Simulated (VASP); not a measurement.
# Zr (P6_3/mmc) in VASP: a series of runs, part 2 of 2

VASP 6.6.1.

**5. Single point, PBE, non-collinear spin, zero start, spin-orbit coupling**

INCAR

```
SYSTEM = Zr
PREC = Accurate
ENCUT = 520
EDIFF = 1E-6
ISMEAR = -1
SIGMA = 0.05
LREAL = .FALSE.
LASPH = .TRUE.
NELM = 150
ALGO = Fast
ISIF = 2
LWAVE = .FALSE.
LCHARG = .TRUE.
LNONCOLLINEAR = .TRUE.
MAGMOM = 0 0 0 0 0 0
LORBIT = 11
LSORBIT = .TRUE.
GGA_COMPAT = .FALSE.
LORBMOM = .TRUE.
LMAXMIX = 4
GGA = PE
LVHAR = .TRUE.
NBANDS = 36
```

KPOINTS

```
regular mesh
0
G
  7 7 4
  0 0 0
```

POSCAR

```
Zr
1.0
    3.2320000000      0.0000000000      0.0000000000
   -1.6160000000      2.7989941050      0.0000000000
    0.0000000000      0.0000000000      5.1470000000
Zr
2
Direct
    0.6666666667      0.3333333333      0.7500000000
    0.3333333333      0.6666666667      0.2500000000
```

Potentials or basis: VASP PAW PBE potentials, release 64 (Zr_sv).

The run is started by

```bash
$ cat potpaw_PBE.64/Zr_sv/POTCAR > POTCAR
$ mpirun -np 1 vasp_ncl > vasp.out
```

OUTCAR:

```text
SYSTEM = Zr
   PREC = Accurate
   ENCUT = 520
   EDIFF = 1E-6
   ISMEAR = -1
   LREAL = .FALSE.
   LASPH = .TRUE.
   NELM = 150
   ISIF = 2
   LNONCOLLINEAR = .TRUE.
   LORBIT = 11
   LSORBIT = .TRUE.
   GGA = PE

 ion  position               nearest neighbor table
   1  0.667  0.333  0.750-   2 3.18   2 3.18   2 3.18   2 3.18   2 3.18   2 3.18
   2  0.333  0.667  0.250-   1 3.18   1 3.18   1 3.18   1 3.18   1 3.18   1 3.18

  LATTYP: Found a hexagonal cell.
 ALAT       =     3.2320000000
 C/A-ratio  =     1.5925123762

  Lattice vectors:

 A1 = (   3.2320000000,   0.0000000000,   0.0000000000)
 A2 = (  -1.6160000000,   2.7989941050,   0.0000000000)
 A3 = (   0.0000000000,   0.0000000000,   5.1470000000)

Analysis of symmetry for initial positions (statically):
=====================================================================
 Subroutine PRICEL returns:
 Original cell was already a primitive cell.

 Routine SETGRP: Setting up the symmetry group for a
 hexagonal supercell.

 Subroutine GETGRP returns: Found 24 space group operations
 (whereof 12 operations were pure point group operations)
 out of a pool of 24 trial point group operations.

The static configuration has the point symmetry D_3d.
 The point group associated with its full space group is D_6h.

Analysis of symmetry for dynamics (positions and initial velocities):
=====================================================================
 Subroutine PRICEL returns:
 Original cell was already a primitive cell.

 Routine SETGRP: Setting up the symmetry group for a
 hexagonal supercell.

 Subroutine GETGRP returns: Found 24 space group operations
 (whereof 12 operations were pure point group operations)
 out of a pool of 24 trial point group operations.

The dynamic configuration has the point symmetry D_3d.
 The point group associated with its full space group is D_6h.

Analysis of structural, dynamic, and magnetic symmetry:
=====================================================================
 Subroutine PRICEL returns:
 Original cell was already a primitive cell.

 Routine SETGRP: Setting up the symmetry group for a
 hexagonal supercell.

 Subroutine GETGRP returns: Found 24 space group operations
 (whereof 12 operations were pure point group operations)
 out of a pool of 24 trial point group operations.

The overall configuration has the point symmetry D_3d.
 The point group associated with its full space group is D_6h.

 Subroutine INISYM returns: Found 24 space group operations
 (whereof 12 operations are pure point group operations),
 and found     1 'primitive' translations

----------------------------------------------------------------------------------------

                                     Primitive cell

  volume of cell :      46.5616

  direct lattice vectors                    reciprocal lattice vectors
     3.232000000  0.000000000  0.000000000     0.309405941  0.178635603  0.000000000
    -1.616000000  2.798994105  0.000000000     0.000000000  0.357271206  0.000000000
     0.000000000  0.000000000  5.147000000     0.000000000  0.000000000  0.194287935

  length of vectors
     3.232000000  3.232000000  5.147000000     0.357271206  0.357271206  0.194287935

  position of ions in fractional coordinates (direct lattice)
[... 1079 lines left out ...]
  -------------------------------------------------------------------------------------
  Total        0.1596146      0.1596146      0.1435901     -0.0000000      0.0000000      0.0000000
  in kB        5.4923179      5.4923179      4.9409166     -0.0000000      0.0000000      0.0000000
  external PRESSURE =       5.3085175 kB  Pullay stress =       0.0000000 kB

 VOLUME and BASIS-vectors are now :
 -----------------------------------------------------------------------------
  energy-cutoff  :      520.00
  volume of cell :       46.56
      direct lattice vectors                 reciprocal lattice vectors
     3.232000000  0.000000000  0.000000000     0.309405941  0.178635603  0.000000000
    -1.616000000  2.798994105  0.000000000     0.000000000  0.357271206  0.000000000
     0.000000000  0.000000000  5.147000000     0.000000000  0.000000000  0.194287935

 POSITION                                       TOTAL-FORCE (eV/Angst)
 -----------------------------------------------------------------------------------
      1.61600      0.93300      3.86025         0.000000      0.000000      0.000000
     -0.00000      1.86600      1.28675        -0.000000     -0.000000      0.000000
 -----------------------------------------------------------------------------------
    total drift:                                0.000000      0.000000     -0.000000

  FREE ENERGIE OF THE ION-ELECTRON SYSTEM (eV)
  ---------------------------------------------------
  free  energy   TOTEN  =       -17.1875566155 eV

  energy  without entropy=      -17.1662052147  energy(sigma->0) =      -17.17688092

 orbital moment (x)

 # of ion     p       d       tot
 ----------------------------------------
  1         0.000   0.000   0.000
  2         0.000   0.000   0.000
 ----------------------------------------
            0.000   0.000   0.000

 orbital moment (y)

 # of ion     p       d       tot
 ----------------------------------------
  1         0.000  -0.000  -0.000
  2         0.000   0.000   0.000
 ----------------------------------------
            0.000   0.000   0.000

 orbital moment (z)

 # of ion     p       d       tot
 ----------------------------------------
  1         0.000   0.000   0.000
  2         0.000   0.000   0.000
 ----------------------------------------
            0.000   0.000   0.000

 Spin-Orbit-Coupling matrix elements

 Ion:    1  E_soc:     -0.1433337
 l=   1
     0.0000000    -0.0231507    -0.0231846
    -0.0231507     0.0000000    -0.0231507
    -0.0231846    -0.0231507     0.0000000
 l=   2
     0.0000000    -0.0001261     0.0000000    -0.0001261    -0.0006213
    -0.0001261     0.0000000    -0.0004572    -0.0001406    -0.0001261
     0.0000000    -0.0004572     0.0000000    -0.0004572     0.0000000
    -0.0001261    -0.0001406    -0.0004572     0.0000000    -0.0001261
    -0.0006213    -0.0001261     0.0000000    -0.0001261     0.0000000
 l=   3
     0.0000000     0.0000000     0.0000000     0.0000000     0.0000000     0.0000000     0.0000000
     0.0000000     0.0000000     0.0000000     0.0000000     0.0000000     0.0000000     0.0000000
     0.0000000     0.0000000     0.0000000     0.0000000     0.0000000     0.0000000     0.0000000
     0.0000000     0.0000000     0.0000000     0.0000000     0.0000000     0.0000000     0.0000000
     0.0000000     0.0000000     0.0000000     0.0000000     0.0000000     0.0000000     0.0000000
     0.0000000     0.0000000     0.0000000     0.0000000     0.0000000     0.0000000     0.0000000
     0.0000000     0.0000000     0.0000000     0.0000000     0.0000000     0.0000000     0.0000000

 Ion:    2  E_soc:     -0.1433337
 l=   1
     0.0000000    -0.0231507    -0.0231846
    -0.0231507     0.0000000    -0.0231507
    -0.0231846    -0.0231507     0.0000000
 l=   2
     0.0000000    -0.0001261     0.0000000    -0.0001261    -0.0006213
    -0.0001261     0.0000000    -0.0004572    -0.0001406    -0.0001261
     0.0000000    -0.0004572     0.0000000    -0.0004572     0.0000000
    -0.0001261    -0.0001406    -0.0004572     0.0000000    -0.0001261
    -0.0006213    -0.0001261     0.0000000    -0.0001261     0.0000000
 l=   3
     0.0000000     0.0000000     0.0000000     0.0000000     0.0000000     0.0000000     0.0000000
     0.0000000     0.0000000     0.0000000     0.0000000     0.0000000     0.0000000     0.0000000
     0.0000000     0.0000000     0.0000000     0.0000000     0.0000000     0.0000000     0.0000000
     0.0000000     0.0000000     0.0000000     0.0000000     0.0000000     0.0000000     0.0000000
     0.0000000     0.0000000     0.0000000     0.0000000     0.0000000     0.0000000     0.0000000
     0.0000000     0.0000000     0.0000000     0.0000000     0.0000000     0.0000000     0.0000000
     0.0000000     0.0000000     0.0000000     0.0000000     0.0000000     0.0000000     0.0000000

 total charge

# of ion       s       p       d       tot
------------------------------------------
    1        2.232   5.961   1.626   9.819
    2        2.232   5.961   1.626   9.819
--------------------------------------------------
tot          4.465  11.922   3.252  19.638

 magnetization (x)

# of ion       s       p       d       tot
------------------------------------------
    1        0.000   0.000  -0.000  -0.000
    2        0.000   0.000   0.000   0.000
--------------------------------------------------
tot          0.000   0.000   0.000   0.000

 magnetization (y)

# of ion       s       p       d       tot
------------------------------------------
    1        0.000   0.000   0.000   0.000
    2        0.000   0.000   0.000   0.000
--------------------------------------------------
tot          0.000   0.000   0.000   0.000

 magnetization (z)

# of ion       s       p       d       tot
------------------------------------------
    1        0.000   0.000   0.000   0.000
    2        0.000   0.000   0.000   0.000
--------------------------------------------------
tot          0.000   0.000   0.000   0.000
```

stdout:

```text
POSCAR found type information on POSCAR Zr
 POSCAR found :  1 types and       2 ions
 scaLAPACK will be used
 LDA part: xc-table for (Slater+PW92), standard interpolation
 POSCAR, INCAR and KPOINTS ok, starting setup
 FFT: planning ... GRIDC
 FFT: planning ... GRID_SOFT
 FFT: planning ... GRID
 WAVECAR not read
 entering main loop
WARNING in EDDRMM: call to ZHEGV failed, returncode =   6  3     33
WARNING in EDDRMM: call to ZHEGV failed, returncode =   8  4     19
WARNING in EDDRMM: call to ZHEGV failed, returncode =   8  4     10
WARNING in EDDRMM: call to ZHEGV failed, returncode =   8  4     12
```

It took 3.8 min on 1 thread of Intel Xeon 8259CL, shared host; peak memory 0.27 GiB.

What came out:

```
Free energy                                           : -17.1876 eV
Pressure                                              : 0.5 GPa
Net moment                                            : 0.00 μB per cell
Valence electrons inside the program's atomic spheres : Zr 9.82
```

Moments on the atoms (μB; x, y, z):
```
Zr  0.00 0.00 0.00
Zr  0.00 0.00 0.00
```

**6. Relaxation of cell and atoms, PBEsol**

INCAR

```
PREC = Accurate
ENCUT = 600
EDIFF = 1E-6
ISMEAR = -1
SIGMA = 0.05
LREAL = False
LASPH = True
NELM = 100
ALGO = Fast
ISIF = 3
LWAVE = False
LCHARG = False
GGA = PS
IBRION = 2
NSW = 60
EDIFFG = -0.01
```

KPOINTS

```
Automatic mesh
0
Gamma
  9 9 5
```

POSCAR is that of step 5.

Potentials or basis: VASP PAW PBE potentials, release 64 (Zr_sv).

The run is started by

```bash
$ cat potpaw_PBE.64/Zr_sv/POTCAR > POTCAR
$ mpirun -np 1 vasp_std > vasp.out
```

It took 5.8 min on 1 thread of Intel Xeon 8259CL, shared host; peak memory 0.2 GiB.

It converged, with:

```yaml
Free_energy: -18.1769 eV
Relaxed_volume: 22.47 Å³/atom
Relaxed_cell: a = 3.182 Å, b = 3.182 Å, c = 5.125 Å, α = 90.00°, β = 90.00°, γ = 120.00°
Space_group_after_relaxing_to_0.1_Å: P6_3/mmc (No. 194)
Energy_gained_by_relaxing: 8.7 meV/atom
Ionic_steps: 6
Pressure_after_relaxing: 0.1 GPa
Band_gap_on_the_k_mesh: zero (bands 12 and 13 overlap by 1.13 eV)
```

Step by step:
| step | energy change (eV) | largest force (eV/Å) | pressure (GPa) | volume (Å³) |
| --- | --- | --- | --- | --- |
| 1 | 0.0000 | 0.0000 | -3.22 | 46.56 |
| 2 | -0.0005 | 0.0000 | 3.60 | 43.48 |
| 3 | -0.0167 | 0.0000 | 0.02 | 44.98 |
| 4 | -0.0167 | 0.0000 | 0.14 | 44.95 |
| 5 | -0.0172 | 0.0000 | 0.07 | 44.95 |
| 6 | -0.0173 | 0.0000 | 0.06 | 44.95 |

Final structure:
```
Zr
1.0
     3.18211    0.00000    0.00000
    -1.59106    2.75579    0.00000
     0.00000    0.00000    5.12536
Zr
2
Direct
  0.66667 0.33333 0.75000
  0.33333 0.66667 0.25000
```

Levels at points of the mesh, in eV from the Fermi level:
```csv
k point,band 10,band 11,band 12,band 13,band 14,band 15
"(0.00, 0.00, 0.00)",-3.14,0.88,0.88,0.93,1.23,1.59
```

Caveat: the PAW data sets were made with another functional, which shifts forces and pressure a little.

**7. Overview**

| task | level | potentials or basis | spin | cell | k mesh | cutoff (eV) | smearing | gap on the mesh (eV) | pressure (GPa) | relaxed volume (Å³/atom) |
| --- | --- | --- | --- | --- | --- | --- | --- | --- | --- | --- |
| single point | LDA | VASP PAW LDA potentials, release 64 (Zr_sv) | off | as given | 9 × 9 × 5 | 520 | fermi-dirac 0.05 eV | none | -6.0 | - |
| single point | PBE | VASP PAW PBE potentials, release 64 (Zr_sv) | off | as given | 9 × 9 × 5 | 520 | gaussian 0.024 eV | none | 0.6 | - |
| relaxation of cell and atoms | PBEsol+D3(BJ) | VASP PAW PBE potentials, release 64 (Zr_sv) | off | relaxed | 9 × 9 × 5 | 600 | fermi-dirac 0.05 eV | none | 0.0 | 21.50 |
| single point | PBE | VASP PAW PBE potentials, release 64 (Zr_sv) | non-collinear, zero start, SOC | as given | 7 × 7 × 4 | 520 | fermi-dirac 0.05 eV | - | 0.5 | - |
| relaxation of cell and atoms | PBEsol | VASP PAW PBE potentials, release 64 (Zr_sv) | off | relaxed | 9 × 9 × 5 | 600 | fermi-dirac 0.05 eV | none | 0.1 | 22.47 |

Caveats: the PAW data sets were made with another functional, which shifts forces and pressure a little (at least some runs); the cell stands under tension (at least some runs).

Absolute energies hang on the potentials; compare differences alone.
